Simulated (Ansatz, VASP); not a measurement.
**SiGeTe2S2 in VASP and in Ansatz**

```
CELL_PARAMETERS angstrom
5.00279 0.00000 0.00000
0.00000 5.00279 0.00000
0.00000 0.00000 8.67344
ATOMIC_POSITIONS crystal
Si 0.50000 0.50000 0.50000
Ge 0.00000 0.00000 0.50000
Te 0.00000 0.00000 0.84647
Te 0.00000 0.00000 0.15353
S 0.00000 0.50000 0.50000
S 0.50000 0.00000 0.50000
```

Alike in both runs: task relaxation of cell and atoms; functional PBE; k mesh 8 × 8 × 6; occupations gaussian, width 0.1 eV; no spin polarisation.

|  | VASP | Ansatz |
| --- | --- | --- |
| version | VASP 6.6.1 | Ansatz 0.2.0 |
| potentials or method | VASP PAW PBE potentials, release 64 (Si, Ge_d, Te, S), cutoff 600 eV | scalar-relativistic, plane waves, PAW |
| valence electrons in the cell | 42 | 62 |

|  | VASP | Ansatz | Ansatz less VASP |
| --- | --- | --- | --- |
| gap on the k mesh at the Fermi level, each at its own relaxed structure (eV) | none | none | - |
| relaxed volume (Å³/atom) | 35.47 | 35.48 | +0.004 |
| relaxed length of the cell vector where the two differ most in proportion (Å) | 8.658 | 8.651 | -0.0062 |

A gap of «none» marks a metal or a gap that the smearing closes. VASP's potentials hold 42 valence electrons a cell and Ansatz's 62, so a difference there can come from the potentials and not from the codes.

Spin-orbit coupling is off throughout.
